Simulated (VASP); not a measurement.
# KZnF3 (Pm-3m) in VASP: a series of runs, part 2 of 2

VASP 6.6.1. Earlier steps stand in the parts before.

### Step 3. Relaxation of cell and atoms, PBE, target pressure 10 GPa, at which the enthalpy is minimised

File INCAR:

```
PREC     = Accurate       # precision mode
ENCUT    = 600            # plane-wave cutoff, eV
EDIFF    = 1E-6           # SCF threshold, eV
ISMEAR   = 0              # smearing method
SIGMA    = 0.01           # smearing width, eV
LREAL    = False          # projectors in reciprocal space
LASPH    = True           # aspherical terms in the spheres
NELM     = 80             # most SCF steps
ALGO     = Normal         # electronic algorithm
ISIF     = 3              # what is computed and relaxed
LWAVE    = False          # write WAVECAR
LCHARG   = False          # write CHGCAR
GGA      = PE             # functional
IBRION   = 2              # ionic algorithm
NSW      = 50             # ionic steps
EDIFFG   = -0.03          # ionic threshold
PSTRESS  = 100.0
```

File KPOINTS:

```
Automatic mesh
0
Gamma
  4 4 4
```

File POSCAR:

```
KZnF3
1.0
    4.0500000000      0.0000000000      0.0000000000
    0.0000000000      4.0500000000      0.0000000000
    0.0000000000      0.0000000000      4.0500000000
K Zn F
1 1 3
Direct
    0.0000000000      0.0000000000      0.0000000000
    0.5000000000      0.5000000000      0.5000000000
    0.5000000000      0.5000000000      0.0000000000
    0.0000000000      0.5000000000      0.5000000000
    0.5000000000      0.0000000000      0.5000000000
```

Potentials or basis: VASP PAW PBE potentials, release 64 (K_sv, Zn, F).

Launch:

```bash
> cat potpaw_PBE.64/K_sv/POTCAR potpaw_PBE.64/Zn/POTCAR potpaw_PBE.64/F/POTCAR > POTCAR
> mpirun -np 1 vasp_std > vasp.out
```

OUTCAR:

```text
PREC = Accurate
   ENCUT = 600
   EDIFF = 1E-6
   ISMEAR = 0
   LREAL = False
   LASPH = True
   NELM = 80
   ISIF = 3
   GGA = PE
   IBRION = 2
   NSW = 50
   EDIFFG = -0.03
   PSTRESS = 100.0

 ion  position               nearest neighbor table
   1  0.000  0.000  0.000-
   2  0.500  0.500  0.500-   3 2.02   4 2.02   5 2.02   3 2.02   5 2.02   4 2.02
   3  0.500  0.500  0.000-   2 2.02   2 2.02
   4  0.000  0.500  0.500-   2 2.02   2 2.02
   5  0.500  0.000  0.500-   2 2.02   2 2.02

  LATTYP: Found a simple cubic cell.
 ALAT       =     4.0500000000

  Lattice vectors:

 A1 = (   4.0500000000,   0.0000000000,   0.0000000000)
 A2 = (   0.0000000000,   4.0500000000,   0.0000000000)
 A3 = (   0.0000000000,   0.0000000000,   4.0500000000)

Analysis of symmetry for initial positions (statically):
=====================================================================
 Subroutine PRICEL returns:
 Original cell was already a primitive cell.

 Routine SETGRP: Setting up the symmetry group for a
 simple cubic supercell.

 Subroutine GETGRP returns: Found 48 space group operations
 (whereof 48 operations were pure point group operations)
 out of a pool of 48 trial point group operations.

The static configuration has the point symmetry O_h .

Analysis of symmetry for dynamics (positions and initial velocities):
=====================================================================
 Subroutine PRICEL returns:
 Original cell was already a primitive cell.

 Routine SETGRP: Setting up the symmetry group for a
 simple cubic supercell.

 Subroutine GETGRP returns: Found 48 space group operations
 (whereof 48 operations were pure point group operations)
 out of a pool of 48 trial point group operations.

The dynamic configuration has the point symmetry O_h .

 Subroutine INISYM returns: Found 48 space group operations
 (whereof 48 operations are pure point group operations),
 and found     1 'primitive' translations

----------------------------------------------------------------------------------------

                                     Primitive cell

  volume of cell :      66.4301

  direct lattice vectors                    reciprocal lattice vectors
     4.050000000  0.000000000  0.000000000     0.246913580  0.000000000  0.000000000
     0.000000000  4.050000000  0.000000000     0.000000000  0.246913580  0.000000000
     0.000000000  0.000000000  4.050000000     0.000000000  0.000000000  0.246913580

  length of vectors
     4.050000000  4.050000000  4.050000000     0.246913580  0.246913580  0.246913580

  position of ions in fractional coordinates (direct lattice)
     0.000000000  0.000000000  0.000000000
     0.500000000  0.500000000  0.500000000
     0.500000000  0.500000000  0.000000000
     0.000000000  0.500000000  0.500000000
     0.500000000  0.000000000  0.500000000

  ion indices of the primitive-cell ions
   primitive index   ion index
                 1           1
                 2           2
                 3           3
                 4           4
                 5           5

----------------------------------------------------------------------------------------

 KPOINTS: Automatic mesh

Automatic generation of k-mesh.
 Grid dimensions read from file:
 generate k-points for:    4    4    4

 Generating k-lattice:

  Cartesian coordinates                     Fractional coordinates (reciprocal lattice)
     0.061728395  0.000000000  0.000000000     0.250000000  0.000000000  0.000000000
     0.000000000  0.061728395  0.000000000     0.000000000  0.250000000  0.000000000
     0.000000000  0.000000000  0.061728395     0.000000000  0.000000000  0.250000000

  Length of vectors
     0.061728395  0.061728395  0.061728395

  Shift w.r.t. Gamma in fractional coordinates (k-lattice)
     0.000000000  0.000000000  0.000000000

 Subroutine IBZKPT returns following result:
 ===========================================

 Found     10 irreducible k-points:

 Following reciprocal coordinates:
            Coordinates               Weight
  0.000000  0.000000  0.000000      1.000000
  0.250000  0.000000  0.000000      6.000000
  0.500000  0.000000  0.000000      3.000000
  0.250000  0.250000  0.000000     12.000000
  0.500000  0.250000  0.000000     12.000000
  0.500000  0.500000  0.000000      3.000000
  0.250000  0.250000  0.250000      8.000000
  0.500000  0.250000  0.250000     12.000000
  0.500000  0.500000  0.250000      6.000000
  0.500000  0.500000  0.500000      1.000000
   k-points           NKPTS =     10   k-points in BZ     NKDIM =     10   number of bands    NBANDS=     25
   number of dos      NEDOS =    301   number of ions     NIONS =      5
   total plane-waves  NPLWV =  32768
   dimension x,y,z NGX =    32 NGY =   32 NGZ =   32
   dimension x,y,z NGXF=    64 NGYF=   64 NGZF=   64
   ions per type =               1   1   3
   NGX,Y,Z   is equivalent  to a cutoff of  13.14, 13.14, 13.14 a.u.
   NGXF,Y,Z  is equivalent  to a cutoff of  26.27, 26.27, 26.27 a.u.
 SYSTEM =  unknown system
   PREC   = accura    normal or accurate (medium, high low for compatibility)
   ISTART =      0    job   : 0-new  1-cont  2-samecut
   ICHARG =      2    charge: 1-file 2-atom 10-const
   ISPIN  =      1    spin polarized calculation?
   LNONCOLLINEAR =      F non collinear calculations
   LSORBIT =      F    spin-orbit coupling
   LASPH  =      T    aspherical Exc in radial PAW
   ENCUT  =  600.0 eV  44.10 Ry    6.64 a.u.   8.09  8.09  8.09*2*pi/ulx,y,z
   NELM   =     80;   NELMIN=  2; NELMDL= -5     # of ELM steps
   EDIFF  = 0.1E-05   stopping-criterion for ELM
   LREAL  =      F    real-space projection
   EDIFFG = -.3E-01   stopping-criterion for IOM
   NSW    =     50    number of steps for IOM
   IBRION =      2    ionic relax: 0-MD 1-quasi-New 2-CG
   NFREE  =      1    steps in history (QN), initial steepest desc. (CG)
   ISIF   =      3    stress and relaxation
   ISYM   =      2    0-nonsym 1-usesym 2-fastsym
   POTIM  = 0.5000    time-step for ionic-motion
   TEBEG  =    0.0;   TEEND  =   0.0 temperature during run
   PSTRESS=  100.0 pullay stress
   NELECT =      42.0000    total number of electrons
   NUPDOWN=      -1.0000    fix difference up-down
   EMIN   =  10.00;   EMAX   =-10.00  energy-range for DOS
   EFERMI =   0.00;   METHOD = LEGACY
   ISMEAR =     0;   SIGMA  =   0.01  broadening in eV -4-tet -1-fermi 0-gaus
   EFERMI_NEDOS =   21; number of points for ismear=-14 and -15
   IALGO  =     38    algorithm
   IMIX   =      4    mixing-type and parameters
     AMIX     =   0.40;   BMIX     =  1.00
     AMIX_MAG =   1.60;   BMIX_MAG =  1.00
  volume/ion in A,a.u.               =      13.29        89.66
  Fermi-wavevector in a.u.,A,eV,Ry     =   1.405086  2.655228 26.861528  1.974267
  Thomas-Fermi vector in A             =   2.527583
   LORBIT       =      0    0 simple, 1 ext, 2 COOP (PROOUT), +10 PAW based schemes
   GGA     = PE    functional components
   LHFCALC =     F    Hartree Fock is set to
   AEXX    =    0.0000 exact exchange contribution
   IVDW    =     0    specifies the selected vdW correction
   LEPSILON=     F    determine dielectric tensor
   LRPA    =     F    only Hartree local field effects (RPA)
 conjugate gradient relaxation of ions
 non-spin polarized calculation
 Gauss-broadening in eV      SIGMA  =   0.01
  energy-cutoff  :      600.00
  volume of cell :       66.43
 maximum number of plane-waves:      2272
   NGX = 17   NGY = 17   NGZ = 17

--------------------------------------- Ionic step        1  -------------------------------------------

 number of electron      42.0000058 magnetization

 Free energy of the ion-electron system (eV)
  ---------------------------------------------------
  ext. energy  EPLUGINS =         0.00000000
  ---------------------------------------------------
  free energy    TOTEN  =       -20.27122424 eV

  energy without entropy =      -20.27122424  energy(sigma->0) =      -20.27122424

 E-fermi :  -0.6136     XC(G=0):  -9.8789

 val. band max:       -0.7561542201   @ k =   0.5000   0.5000   0.5000
 cond. band min:       3.0362029660   @ k =   0.0000   0.0000   0.0000
 fundamental gap:      3.7923571861
 Fermi energy:        -0.6136128193

 k-point     1 :       0.0000    0.0000    0.0000
  band No.  band energies     occupation
      1     -27.8543      2.00000
      2     -22.3697      2.00000
      3     -21.7428      2.00000
      4     -21.7428      2.00000
      5     -11.3408      2.00000
      6     -11.3408      2.00000
[... 635 lines left out ...]
  enthalpy is  TOTEN    =       -16.1747618851 eV   P V=        3.8817036451

--------------------------------------- Ionic step        3  -------------------------------------------

 number of electron      42.0000026 magnetization

 Free energy of the ion-electron system (eV)
  ---------------------------------------------------
  ext. energy  EPLUGINS =         0.00000000
  ---------------------------------------------------
  free energy    TOTEN  =       -20.12484297 eV

  energy without entropy =      -20.12484297  energy(sigma->0) =      -20.12484297

 E-fermi :  -0.1662     XC(G=0): -10.1397

 val. band max:       -0.2236461938   @ k =   0.5000   0.5000   0.5000
 cond. band min:       3.6991312566   @ k =   0.0000   0.0000   0.0000
 fundamental gap:      3.9227774504
 Fermi energy:        -0.1661852817

 k-point     1 :       0.0000    0.0000    0.0000
  band No.  band energies     occupation
      1     -27.5116      2.00000
      2     -22.2745      2.00000
      3     -21.5786      2.00000
      4     -21.5786      2.00000
      5     -11.0058      2.00000
      6     -11.0058      2.00000
[... 301 lines left out ...]
  FREE ENERGIE OF THE ION-ELECTRON SYSTEM (eV)
  ---------------------------------------------------
  free  energy   TOTEN  =       -20.1248429654 eV

  energy  without entropy=      -20.1248429654  energy(sigma->0) =      -20.12484297

  enthalpy is  TOTEN    =       -16.1802711280 eV   P V=        3.9445718373

 reached required accuracy - stopping structural energy minimisation
```

It took 24 s on 1 thread of AMD EPYC 9R45 (Zen 5), shared host; peak memory 0.16 GiB.

Results:

```
Free energy                                                : -20.1248 eV
Relaxed volume                                             : 12.64 Å³/atom
Relaxed cell                                               : a = 3.983 Å, b = 3.983 Å, c = 3.983 Å, α = 90.00°, β = 90.00°, γ = 90.00°
Space group after relaxing (to 0.1 Å)                      : Pm-3m (No. 221)
Energy change on relaxing (the run minimises the enthalpy) : +29.3 meV/atom
Ionic steps                                                : 3
Pressure after relaxing                                    : 9.9 GPa
Band gap on the k mesh                                     : 3.92 eV (least direct gap 6.08 eV)
```

The path:
| step | energy change (eV) | largest force (eV/Å) | pressure (GPa) | volume (Å³) |
| --- | --- | --- | --- | --- |
| 1 | 0.0000 | 0.0000 | 4.57 | 66.43 |
| 2 | 0.2148 | 0.0000 | 11.79 | 62.19 |
| 3 | 0.1464 | 0.0000 | 9.92 | 63.20 |

Final structure:
```cif
data_structure
_symmetry_space_group_name_H-M 'P 1'
_symmetry_Int_Tables_number 1
_cell_length_a 3.9832
_cell_length_b 3.9832
_cell_length_c 3.9832
_cell_angle_alpha 90.000
_cell_angle_beta 90.000
_cell_angle_gamma 90.000
_cell_volume 63.20
loop_
_atom_site_label
_atom_site_type_symbol
_atom_site_fract_x
_atom_site_fract_y
_atom_site_fract_z
_atom_site_occupancy
K1 K 0.00000 0.00000 0.00000 1
Zn1 Zn 0.50000 0.50000 0.50000 1
F1 F 0.50000 0.50000 0.00000 1
F2 F 0.00000 0.50000 0.50000 1
F3 F 0.50000 0.00000 0.50000 1
```

Caveat: the cell is relaxed towards a set pressure, so the run minimises the enthalpy, not the energy. Expect the measured gap to be larger: semilocal functionals such as PBE lack the derivative discontinuity.

### Step 4. Relaxation of cell and atoms, PBE, target pressure 20 GPa, at which the enthalpy is minimised

File INCAR:

```
SYSTEM = KZnF3
PREC = Accurate ; ENCUT = 600
EDIFF = 1E-6 ; ISMEAR = 0
SIGMA = 0.01 ; LREAL = .FALSE.
LASPH = .TRUE. ; NELM = 80
ALGO = Normal ; ISIF = 3
LWAVE = .FALSE. ; LCHARG = .FALSE.
GGA = PE ; IBRION = 2
NSW = 50 ; EDIFFG = -0.03
PSTRESS = 200.0
```

File KPOINTS:

```
Automatic mesh
0
G
  4 4 4
  0 0 0
```

POSCAR is that of step 3.

Launch:

```bash
> cat potpaw_PBE.64/K_sv/POTCAR potpaw_PBE.64/Zn/POTCAR potpaw_PBE.64/F/POTCAR > POTCAR
> mpirun -np 1 vasp_std > vasp.out
```

Run time: 25 s. Hardware: 1 thread of AMD EPYC 9R45 (Zen 5), shared host; peak memory 0.17 GiB.

It converged, with:

| Quantity | Value |
| --- | --- |
| Free energy | -19.7155 eV |
| Relaxed volume | 11.74 Å³/atom |
| Relaxed cell | a = 3.886 Å, b = 3.886 Å, c = 3.886 Å, α = 90.00°, β = 90.00°, γ = 90.00° |
| Space group after relaxing (to 0.1 Å) | Pm-3m (No. 221) |
| Energy change on relaxing (the run minimises the enthalpy) | +111.1 meV/atom |
| Ionic steps | 3 |
| Pressure after relaxing | 19.8 GPa |
| Band gap on the k mesh | 4.13 eV (least direct gap 6.76 eV) |

Step by step:
```tsv
step	energy change (eV)	largest force (eV/Å)	pressure (GPa)	volume (Å³)
1	0.0000	0.0000	4.57	66.43
2	1.1657	0.0000	31.89	54.87
3	0.5557	0.0000	19.83	58.70
```

Final structure:
```
K Zn F
1.0
     3.88637    0.00000    0.00000
     0.00000    3.88637    0.00000
     0.00000    0.00000    3.88637
K Zn F
1 1 3
Direct
  0.00000 0.00000 0.00000
  0.50000 0.50000 0.50000
  0.50000 0.50000 0.00000
  0.00000 0.50000 0.50000
  0.50000 0.00000 0.50000
```

Levels at points of the mesh, in eV from the valence-band top:
| k point | band 18 | band 19 | band 20 | band 21 | band 22 | band 23 | band 24 | band 25 |
| --- | --- | --- | --- | --- | --- | --- | --- | --- |
| (0.00, 0.00, 0.00) | -2.95 | -2.63 | -2.63 | -2.63 | 4.13 | 8.08 | 8.08 | 9.71 |
| (0.50, 0.00, 0.00) | -2.89 | -2.20 | -2.20 | -1.66 | 7.20 | 8.35 | 9.20 | 10.93 |
| (0.50, 0.50, 0.00) | -2.29 | -2.29 | -2.28 | 0.00 | 8.45 | 9.95 | 10.57 | 10.57 |
| (0.50, 0.50, 0.50) | -2.23 | -2.23 | 0.00 | 0.00 | 8.19 | 8.19 | 8.19 | 11.25 |

Caveat: the cell is relaxed towards a set pressure, so the run minimises the enthalpy, not the energy. A k mesh can miss the band edges.

### Step 5. The runs side by side

```tsv
cell	gap on the mesh (eV)	pressure (GPa)
relaxed	3.65	0.0
relaxed to 10 GPa	3.92	9.9
relaxed to 20 GPa	4.13	19.8
```

Alike in all rows: task relaxation of cell and atoms; level PBE; potentials or basis VASP PAW PBE potentials, release 64 (K_sv, Zn, F); no spin polarisation; k mesh 4 × 4 × 4; cutoff (eV) 600; smearing gaussian 0.01 eV.

Caveats: the cell is relaxed towards a set pressure, so the run minimises the enthalpy, not the energy (at least some runs).

Total energies depend on the potentials used, so only differences within one code and one set of settings carry meaning.
